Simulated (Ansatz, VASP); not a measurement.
TePb: VASP beside Ansatz

INCAR

```
  PREC = Accurate
  ENCUT = 520
  EDIFF = 1E-8
  ISMEAR = -1
  SIGMA = 0.08
  LREAL = False
  LASPH = True
  NELM = 100
  ALGO = Normal
  ISIF = 2
  LWAVE = False
  LCHARG = False
  GGA = PE
  LEFG = True
  NBANDS = 17
```

KPOINTS

```
Automatic mesh
0
Gamma
  11 11 11
```

Contents of POSCAR:

```
TePb
1.0
    0.0000000000      3.2754050000      3.2270000000
    3.2754050000      0.0000000000      3.2270000000
    3.2754050000      3.2754050000      0.0000000000
Te Pb
1 1
Direct
    0.5000000000      0.5000000000      0.5000000000
    0.0000000000      0.0000000000      0.0000000000
```

Input for Ansatz:

```yaml
crystal:
  lattice:
    - [0.0, 3.275405, 3.227]
    - [3.275405, 0.0, 3.227]
    - [3.275405, 3.275405, 0.0]
  atoms:
    - { symbol: Te, position: [0.5, 0.5, 0.5] }
    - { symbol: Pb, position: [0.0, 0.0, 0.0] }
kpoints:
  mp_grid: { grid: [11, 11, 11] }
scf:
  occupations: { method: fermi_dirac, width: 0.08 }
hamiltonian:
  xc: pbe
  pseudopotentials: { kind: paw }
output:
  forces: true
  stress: true
  eigenvalues: true
  efg: { contact_densities: true }
```

Change from the starting cell: x and y stretched by +1.5 %, z held, PAW files.

Alike in both runs: task electric field gradients; functional PBE; k mesh 11 × 11 × 11; occupations fermi-dirac, width 0.08 eV; no spin polarisation.

```csv
,VASP,Ansatz
version,VASP 6.6.1,Ansatz 0.2.0
potentials or method,"VASP PAW PBE potentials, release 64 (Te, Pb_d)","PAW with Ansatz's default frozen-core files, scalar-relativistic"
plane-wave cutoff (eV),520,420
valence electrons in the cell,20,30
```

|  | VASP | Ansatz | Ansatz less VASP |
| --- | --- | --- | --- |
| pressure (GPa) | 0.9 | 1.0 | +0.04 |
| traceless stress, the component that is largest in VASP (GPa) | 1.12 | 1.12 | -0.001 |
| size of Vzz on the site where it differs most (V/Å²) | 47.4 | 49.6 | +2.23 |

VASP's potentials hold 20 valence electrons a cell and Ansatz's 30, so a difference there can come from the potentials and not from the codes.

Spin-orbit coupling is off throughout.
